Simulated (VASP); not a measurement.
Input of a VASP 6.6.1 run:

The input INCAR:

```
SYSTEM = Rb
ALGO     = Fast           ! electronic algorithm
EDIFF    = 1E-6           ! SCF threshold, eV
ENCUT    = 520            ! plane-wave cutoff, eV
GGA      = PE             ! functional
ISIF     = 2              ! what is computed and relaxed
ISMEAR   = 0              ! smearing method
LASPH    = .TRUE.         ! aspherical terms in the spheres
LCHARG   = .TRUE.         ! write CHGCAR
LELF     = .TRUE.         ! ELF
LREAL    = .FALSE.        ! projectors in reciprocal space
LVHAR    = .TRUE.       
LWAVE    = .FALSE.        ! write WAVECAR
NBANDS   = 20             ! bands
NELM     = 100            ! most SCF steps
PREC     = Accurate       ! precision mode
SIGMA    = 0.1            ! smearing width, eV
```

The input KPOINTS:

```
k-points
0
G
  9 9 10
  0 0 0
```

POSCAR

```
Rb
1.0
    7.9899887565      0.0000000000      0.0000000000
   -3.9949943783      6.9195332391      0.0000000000
    0.0000000000      0.0000000000      4.9231740916
Rb
3
Direct
    0.3334992814      0.0000000000      0.3333333333
    0.0000000000      0.3334992814      0.6666666667
    0.6665007186      0.6665007186      0.0000000000
```

Potentials or basis: VASP PAW PBE potentials, release 64 (Rb_sv).

Run with:

```sh
$ cat potpaw_PBE.64/Rb_sv/POTCAR > POTCAR
$ mpirun -np 1 vasp_std > vasp.out
```

(1) Estimate the pressure.

## Answers

(1) 0.0 GPa.
